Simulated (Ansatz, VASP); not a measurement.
## MgO: VASP beside Ansatz

```xyz
2
Lattice="0.0000 2.0992 2.0992 2.0992 0.0000 2.0992 2.0992 2.0992 0.0000" Properties=species:S:1:pos:R:3 pbc="T T T"
Mg    0.0000    0.0000    0.0000
O     2.0992    2.0992    2.0992
```

Alike in both runs: task single point; functional revPBE; dispersion D3(BJ); k mesh 10 × 10 × 10; occupations gaussian, width 0.05 eV; no spin polarisation.

```csv
,VASP,Ansatz
version,VASP 6.6.1,Ansatz 0.2.0
potentials or method,"VASP PAW PBE potentials, release 64 (Mg, O), cutoff 520 eV","scalar-relativistic, plane waves, PAW"
valence electrons in the cell,8,16
```

Ansatz gave:

| Quantity | Value |
| --- | --- |
| gap on the k mesh at the Fermi level (eV) | 4.93 |
| least direct gap on the mesh (eV) | 4.93 |
| pressure (GPa) | -0.2 |

Question: Estimate VASP's values.

Answer: gap on the k mesh at the Fermi level (eV): 4.90; least direct gap on the mesh (eV): 4.90; pressure (GPa): -1.1.

VASP's potentials were made for PBE, not for revPBE. VASP's potentials hold 8 valence electrons a cell and Ansatz's 16, so a difference there can come from the potentials and not from the codes.
